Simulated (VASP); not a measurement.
Set up this calculation in VASP 6.6.1, as the native input.

| Item | Value |
| --- | --- |
| Task | single point |
| Functional | PBE |
| Potentials or basis | VASP PAW PBE potentials, release 64 (W_sv) |
| Cutoff | 520 eV |
| k mesh | 20 × 20 × 20 |
| Occupations | gaussian, width 0.15 eV |
| Spin | no spin polarisation |
| Dipole correction | no |
| Further INCAR settings | ALGO = Fast; EDIFF = 1e-06; NBANDS = 13 |

The structure of W lies in POSCAR:

```
W
1.0
   -1.6172662500      1.5773337500      1.5973000000
    1.6172662500     -1.5773337500      1.5973000000
    1.6172662500      1.5773337500     -1.5973000000
W
1
Direct
    0.0000000000      0.0000000000      0.0000000000
```

This cell differs from its parent crystal: strain +0.0125 x Voigt [1, -1, 0, 0, 0, 0].

The input as run:

INCAR

```
PREC = Accurate ; ENCUT = 520
EDIFF = 1E-6 ; ISMEAR = 0
SIGMA = 0.15 ; LREAL = F
LASPH = T ; NELM = 60
ALGO = Fast ; ISIF = 2
LWAVE = F ; LCHARG = F
GGA = PE ; NBANDS = 13
```

KPOINTS

```
regular mesh
0
Gamma
  20 20 20
```

Potentials or basis: VASP PAW PBE potentials, release 64 (W_sv).

Run with:

```bash
$ cat potpaw_PBE.64/W_sv/POTCAR > POTCAR
$ mpirun -np 1 vasp_std > vasp.out
```

Results of the run:

The pressure is -2.5 GPa. The band gap on the k mesh is zero (band 7 reaches 15.96 eV, above the bottom of band 8 at 9.98 eV).

Caveat: the cell differs from its parent crystal (strain +0.0125 x Voigt [1, -1, 0, 0, 0, 0]); spin-orbit coupling is left out, which moves the levels of the heavy elements.

It took 2.3 min on 1 thread of Intel(R) Xeon(R) Platinum 8375C CPU @ 2.90GHz (Ice Lake), on a shared host, peak memory 0.34 GiB.
